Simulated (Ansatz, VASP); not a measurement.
# AlPt in VASP and in Ansatz

```
CELL_PARAMETERS angstrom
4.87796 0.00000 0.00000
0.00000 4.87796 0.00000
0.00000 0.00000 4.87796
ATOMIC_POSITIONS crystal
Al 0.84411 0.84411 0.84411
Al 0.65589 0.15589 0.34411
Al 0.34411 0.65589 0.15589
Al 0.15589 0.34411 0.65589
Pt 0.15494 0.15494 0.15494
Pt 0.34506 0.84506 0.65494
Pt 0.65494 0.34506 0.84506
Pt 0.84506 0.65494 0.34506
```

Alike in both runs: functional r2SCAN; k mesh 8 × 8 × 8; occupations gaussian, width 0.1 eV; no spin polarisation.

Ansatz relaxed the structure, and its values are those at the end. VASP's run is a single point on that final structure, the one shown.

```csv
,VASP,Ansatz
version,VASP 6.6.1,Ansatz 0.2.0
potentials or method,"VASP PAW PBE potentials, release 64 (Al, Pt), cutoff 520 eV","scalar-relativistic, plane waves, PAW"
valence electrons in the cell,52,84
```

Ansatz gave:

| Property | Result |
| --- | --- |
| gap on the k mesh at the Fermi level (eV) | none |
| pressure (GPa) | 0.0 |
| rms of the force components (eV/Å) | 0.001 |

Question: Estimate VASP's values.

Answer: gap on the k mesh at the Fermi level (eV): none; pressure (GPa): -0.1; rms of the force components (eV/Å): 0.003.

VASP's potentials were made for PBE, not for r2SCAN. A gap of «none» marks a metal or a gap that the smearing closes. With one functional, cell and mesh, what is left measures potentials, basis and numerics. VASP's potentials hold 52 valence electrons a cell and Ansatz's 84, so a difference there can come from the potentials and not from the codes.

Spin-orbit coupling is off throughout.
